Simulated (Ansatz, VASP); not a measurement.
One calculation of HgTe, two programs

```
CELL_PARAMETERS angstrom
0.00000 3.32480 3.32480
3.32480 0.00000 3.32480
3.32480 3.32480 0.00000
ATOMIC_POSITIONS crystal
Hg 0.00000 0.00000 0.00000
Te 0.25000 0.25000 0.25000
```

Alike in both runs: functional PBE; k mesh 12 × 12 × 12; occupations gaussian, width 0.1 eV; no spin polarisation.

Ansatz relaxed the structure, and its values are those at the end. VASP's run is a single point on that final structure, the one shown.

|  | VASP | Ansatz |
| --- | --- | --- |
| version | VASP 6.6.1 | Ansatz 0.2.0 |
| potentials or method | VASP PAW PBE potentials, release 64 (Hg, Te), cutoff 520 eV | scalar-relativistic, plane waves, PAW |
| valence electrons in the cell | 18 | 36 |

VASP gave:

- gap on the k mesh at the Fermi level (eV): none
- pressure (GPa): 0.1

What did Ansatz give for the same quantities?

gap on the k mesh at the Fermi level (eV): none; pressure (GPa): 0.0.

A gap of «none» marks a metal or a gap that the smearing closes. The functional is the same, so the differences come from potentials, cutoffs and numerics. VASP's potentials hold 18 valence electrons a cell and Ansatz's 36, so a difference there can come from the potentials and not from the codes.

Neither program's run includes spin-orbit coupling.
